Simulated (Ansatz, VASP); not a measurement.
SnO: VASP beside Ansatz

```
CELL_PARAMETERS angstrom
3.82065 0.00001 0.00000
-0.00001 3.82065 0.00000
0.00000 0.00000 22.22801
ATOMIC_POSITIONS crystal
Sn 0.99985 0.99985 0.20245
Sn 0.49985 0.49985 0.30880
Sn 0.49985 0.74985 0.49325
Sn 0.99985 0.24985 0.59960
O 0.99985 0.49985 0.25562
O 0.49985 0.99985 0.25562
O 0.49985 0.24985 0.54643
O 0.99985 0.74985 0.54643
```

Alike in both runs: task single point; functional PBE; dispersion D3(BJ); k mesh 7 × 7 × 1; occupations gaussian, width 0.05 eV; no spin polarisation.

|  | VASP | Ansatz |
| --- | --- | --- |
| version | VASP 6.6.1 | Ansatz 0.2.0 |
| potentials or method | VASP PAW PBE potentials, release 64 (Sn_d, O), cutoff 520 eV | scalar-relativistic, plane waves, PAW |
| valence electrons in the cell | 80 | 80 |

Ansatz gave:

* gap on the k mesh at the Fermi level (eV): 2.36
* least direct gap on the mesh (eV): 2.57
* rms of the force components (eV/Å): 0.019

Task: Which values does VASP return?

Result: gap on the k mesh at the Fermi level (eV): 2.36; least direct gap on the mesh (eV): 2.53; rms of the force components (eV/Å): 0.028.

Ansatz's warnings: structure snapped to symmetry.
